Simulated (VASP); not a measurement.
Input of a VASP 6.6.1 run:

Contents of INCAR:

```
PREC = Accurate ; ENCUT = 500
EDIFF = 1E-7 ; ISMEAR = 0
SIGMA = 0.1 ; LREAL = False
LASPH = True ; NELM = 120
ALGO = Normal ; ISIF = 3
LWAVE = False ; LCHARG = False
GGA = PE ; IBRION = 2
NSW = 100 ; EDIFFG = -0.01
GGA_COMPAT = False ; NELMIN = 4
```

KPOINTS

```
regular mesh
0
Gamma
  12 12 4
```

File POSCAR:

```
TaW5
1.0
    3.1925878476      0.0000000000      0.0000000000
    0.0000000000      3.1925878476      0.0000000000
    0.0000000000      0.0000000000      9.6453128619
Ta W
1 5
Direct
    0.5000000000      0.5000000000      0.5000000000
    0.0000000000      0.0000000000      0.0000000000
    0.5000000000      0.5000000000      0.1652949056
    0.0000000000      0.0000000000      0.3284366001
    0.0000000000      0.0000000000      0.6715633999
    0.5000000000      0.5000000000      0.8347050944
```

Potentials or basis: VASP PAW PBE potentials, release 64 (Ta_pv, W_sv).

Launch:

```sh
$ cat potpaw_PBE.64/Ta_pv/POTCAR potpaw_PBE.64/W_sv/POTCAR > POTCAR
$ mpirun -np 1 vasp_std > vasp.out
```

Q: Estimate the band gap on the k mesh.

A: Zero (an odd number of electrons rules out a gap without spin polarisation).

Q: What does it give for the relaxed volume?

A: 16.45 Å³/atom.

Stress tensor (GPa, compression positive):
```
-0.02  0.00  0.00
 0.00 -0.02  0.00
 0.00  0.00  0.07
```

Caveat: spin-orbit coupling is left out, which moves the levels of the heavy elements.
